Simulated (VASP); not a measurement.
Crystal: Al2Ru.

```xyz
6
Lattice="0.0000 3.9898 4.3915 2.3525 0.0000 4.3915 2.3525 3.9898 0.0000" Properties=species:S:1:pos:R:3 pbc="T T T"
Al    1.1762    0.6309    2.1958
Al    1.1762    3.3590    2.1958
Al    2.3525    1.3640    4.3915
Al    2.3525    6.6156    4.3915
Ru    3.5287    5.9848    6.5873
Ru    2.3525    3.9898    4.3915
```

Program: VASP 6.6.1. Alike in all runs: task single point; level r2SCAN; potentials or basis VASP PAW PBE potentials, release 64 (Al, Ru_pv); no spin polarisation; cell as given; cutoff (eV) 520; smearing gaussian 0.01 eV.

Problem. Order these runs on this cell by their band gap on the k mesh, lowest first.
A. k mesh 2 × 2 × 2
B. k mesh 8 × 8 × 8
C. k mesh 1 × 1 × 1

Solution. B (0.20 eV), A (0.39 eV), C (1.42 eV).

Caveats: some runs use coarse meshes.

A k mesh can miss the band edges, odd and even meshes differently.
